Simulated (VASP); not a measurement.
Ge3PdO4, 8 atoms in the cell. The structure is cubic, space group Im-3m (No. 229). Conventional cell: a = 5.747 Å, b = 5.747 Å, c = 5.747 Å, α = 90.00°, β = 90.00°, γ = 90.00°. Within 3.3 Å of Ge (site symmetry 4/mmm) lie 8 O at 2.49 Å and 4 Ge at 2.87 Å and 2 Pd at 2.87 Å. Within 3.3 Å of Pd (site symmetry m-3m) lie 8 O at 2.49 Å and 6 Ge at 2.87 Å. O (site symmetry -3m) has 6 Ge at 2.49 Å and 2 Pd at 2.49 Å and 6 O at 2.87 Å within 3.3 Å. The cell was built from a structure type or drawn by symmetry, and may not be a known phase.

* Program: VASP 6.6.1
* Task: single point
* Functional: PBE
* Potentials or basis: VASP PAW PBE potentials, release 64 (Ge_d, Pd, O)
* Cutoff: 520 eV
* k mesh: 4 × 4 × 4
* Occupations: gaussian, width 0.1 eV
* Spin: collinear spin
* Starting moments: [0.0, 0.0, 0.0, 1.0, 0.0, 0.0, 0.0, 0.0] μB
* Dipole correction: no
* Further INCAR settings: ALGO = Normal; EDIFF = 1e-06; NBANDS = 52

Potentials or basis: VASP PAW PBE potentials, release 64 (Ge_d, Pd, O).

Run with:

```console
$ cat potpaw_PBE.64/Ge_d/POTCAR potpaw_PBE.64/Pd/POTCAR potpaw_PBE.64/O/POTCAR > POTCAR
$ mpirun -np 1 vasp_std > vasp.out
```

Hardware: 1 thread of AMD EPYC 7R13 (shared host).

**Question.** Estimate the wall time of this run.

**Answer.** It took 100 s on 1 thread of AMD EPYC 7R13 (shared host), peak memory 0.28 GiB. Counts: scf iterations 16, k points 8.
